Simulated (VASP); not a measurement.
Here is a VASP 6.6.1 calculation.

The input INCAR:

```
SYSTEM = GaSb3
PREC     = Accurate       ! precision mode
ENCUT    = 520            ! plane-wave cutoff, eV
EDIFF    = 1E-6           ! SCF threshold, eV
ISMEAR   = -1             ! smearing method
SIGMA    = 0.05           ! smearing width, eV
LREAL    = .False.        ! projectors in reciprocal space
LASPH    = .True.         ! aspherical terms in the spheres
NELM     = 60             ! most SCF steps
ALGO     = Normal         ! electronic algorithm
ISIF     = 2              ! what is computed and relaxed
LWAVE    = .False.        ! write WAVECAR
LCHARG   = .True.         ! write CHGCAR
GGA      = PS             ! functional
LELF     = .True.         ! ELF
LVHAR    = .True.       
NBANDS   = 22             ! bands
```

File KPOINTS:

```
Automatic mesh
0
Gamma
  6 6 6
  0 0 0
```

File POSCAR:

```
GaSb3
1.0
    0.0000000000      3.7796874061      3.7796874061
    3.7796874061      0.0000000000      3.7796874061
    3.7796874061      3.7796874061      0.0000000000
Sb Ga
3 1
Direct
    0.5000000000      0.5000000000      0.5000000000
    0.7500000000      0.7500000000      0.7500000000
    0.2500000000      0.2500000000      0.2500000000
    0.0000000000      0.0000000000      0.0000000000
```

Potentials or basis: VASP PAW PBE potentials, release 64 (Sb, Ga_d).

The run is started by

```console
$ cat potpaw_PBE.64/Sb/POTCAR potpaw_PBE.64/Ga_d/POTCAR > POTCAR
$ mpirun -np 1 vasp_std > vasp.out
```

Problem. Estimate the pressure.

Solution. -5.0 GPa.

Problem. Predict the band gap on the k mesh.

Solution. Zero (band 14 reaches 8.07 eV, above the bottom of band 15 at 4.58 eV).

Caveat: the PAW data sets were made with another functional, which shifts forces and pressure a little; spin-orbit coupling is left out, which moves the levels of the heavy elements.
